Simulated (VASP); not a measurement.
Write the native input for VASP 6.6.1 that does the following.

* Task: single point
* Functional: PBE
* Potentials or basis: VASP PAW PBE potentials, release 64 (W_sv, C)
* Cutoff: 520 eV
* k mesh: 11 × 11 × 10
* Occupations: methfessel-paxton, width 0.2 eV
* Spin: no spin polarisation
* Dipole correction: no
* Further INCAR settings: ALGO = Normal; EDIFF = 1e-06; NBANDS = 16

The structure of WC (Qusongite) lies in POSCAR:

```
WC
1.0
    2.9065000000      0.0000000000      0.0000000000
   -1.4532500000      2.5171028361      0.0000000000
    0.0000000000      0.0000000000      2.8366000000
W C
1 1
Direct
    0.0000000000      0.0000000000      0.0000000000
    0.6666666667      0.3333333333      0.5000000000
```

One way to write it, as run:

INCAR

```
SYSTEM = WC
ALGO     = Normal         ! electronic algorithm
EDIFF    = 1E-6           ! SCF threshold, eV
ENCUT    = 520            ! plane-wave cutoff, eV
GGA      = PE             ! functional
ISIF     = 2              ! what is computed and relaxed
ISMEAR   = 1              ! smearing method
LASPH    = .TRUE.         ! aspherical terms in the spheres
LCHARG   = .FALSE.        ! write CHGCAR
LREAL    = .FALSE.        ! projectors in reciprocal space
LWAVE    = .FALSE.        ! write WAVECAR
NBANDS   = 16             ! bands
NELM     = 60             ! most SCF steps
PREC     = Accurate       ! precision mode
SIGMA    = 0.2            ! smearing width, eV
```

KPOINTS

```
k-points
0
G
  11 11 10
  0 0 0
```

Potentials or basis: VASP PAW PBE potentials, release 64 (W_sv, C).

Command:

```sh
$ cat potpaw_PBE.64/W_sv/POTCAR potpaw_PBE.64/C/POTCAR > POTCAR
$ mpirun -np 1 vasp_std > vasp.out
```

Results of the run:

```
Pressure               : 6.8 GPa
Band gap on the k mesh : zero (band 9 reaches 11.72 eV, above the bottom of band 10 at 10.49 eV)
```

Caveat: spin-orbit coupling is left out, which moves the levels of the heavy elements.

It took 14 s on 1 thread of Intel(R) Xeon(R) Platinum 8488C (Sapphire Rapids) (shared host), peak memory 0.16 GiB.
